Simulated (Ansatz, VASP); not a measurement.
## RbBr: VASP beside Ansatz

```xyz
2
Lattice="5.6686 0.0000 0.0000 -2.8343 4.9091 0.0000 0.0000 0.0000 6.2780" Properties=species:S:1:pos:R:3 pbc="T T T"
Rb    0.0000    0.0000    0.0000
Br    0.0000    0.0000    3.1390
```

Alike in both runs: functional PBE; k mesh 4 × 4 × 2; occupations gaussian, width 0.15 eV; no spin polarisation.

Ansatz relaxed the structure, and its values are those at the end. VASP's run is a single point on that final structure, the one shown.

```csv
,VASP,Ansatz
version,VASP 6.6.1,Ansatz 0.2.0
potentials or method,"VASP PAW PBE potentials, release 64 (Rb_sv, Br), cutoff 500 eV","scalar-relativistic, plane waves, PAW"
valence electrons in the cell,16,16
```

```tsv
	VASP	Ansatz	Ansatz less VASP
gap on the k mesh at the Fermi level (eV)	2.70	2.70	+0.002
least direct gap on the mesh (eV)	2.70	2.70	+0.002
pressure (GPa)	0.3	0.3	-0.02
```

The functional is the same, so the differences come from potentials, cutoffs and numerics.

The k mesh is coarse, so the values compare programs but aren't converged.
